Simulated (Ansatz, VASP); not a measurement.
## TiSiO in VASP and in Ansatz

```xyz
6
Lattice="3.4460 0.0000 0.0000 0.0000 3.0591 0.0000 0.0000 0.0000 7.3225" Properties=species:S:1:pos:R:3 pbc="T T T"
O     2.5845    2.2944    6.9168
O     0.8615    0.7648    0.4057
Si    0.8615    0.7648    4.8917
Si    2.5845    2.2944    2.4308
Ti    0.8615    2.2944    6.4488
Ti    2.5845    0.7648    0.8737
```

Alike in both runs: task single point; functional r2SCAN; k mesh 5 × 6 × 3; no spin polarisation.

```csv
,VASP,Ansatz
version,VASP 6.6.1,Ansatz 0.2.0
potentials or method,"VASP PAW PBE potentials, release 64 (O, Si, Ti_sv), cutoff 520 eV",PAW plane waves
occupations,"fermi-dirac, width 0.1 eV",fermi-dirac
valence electrons in the cell,44,44
```

Ansatz gave:

- gap on the k mesh at the Fermi level (eV): none
- rms of the force components (eV/Å): 2.696

Problem. Which values does VASP return?

Solution. gap on the k mesh at the Fermi level (eV): none; rms of the force components (eV/Å): 2.705.

VASP's potentials were made for PBE, not for r2SCAN. Atom by atom the forces differ by 0.035 eV/Å (rms over components). A gap of «none» marks a metal or a gap that the smearing closes.

The k mesh is coarse, so the values compare programs but aren't converged.
